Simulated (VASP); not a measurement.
Here is a VASP 6.6.1 calculation.

INCAR

```
  PREC = Accurate
  ENCUT = 520
  EDIFF = 1E-7
  ISMEAR = 0
  SIGMA = 0.1
  LREAL = False
  LASPH = True
  NELM = 60
  ALGO = Normal
  ISIF = 2
  LWAVE = False
  LCHARG = False
  GGA = PE
  NBANDS = 14
```

Contents of KPOINTS:

```
Automatic mesh
0
Gamma
  14 14 14
```

The input POSCAR:

```
TiAl
1.0
    3.0533837473      0.0000000000      0.0000000000
    0.0000000000      3.0533837473      0.0000000000
    0.0000000000      0.0000000000      3.0533837473
Ti Al
1 1
Direct
    0.5000000000      0.5000000000      0.5000000000
    0.0000000000      0.0000000000      0.0000000000
```

Potentials or basis: VASP PAW PBE potentials, release 64 (Ti_sv, Al).

Command:

```bash
$ cat potpaw_PBE.64/Ti_sv/POTCAR potpaw_PBE.64/Al/POTCAR > POTCAR
$ mpirun -np 1 vasp_std > vasp.out
```

Q: Predict the pressure.

A: 18.2 GPa.
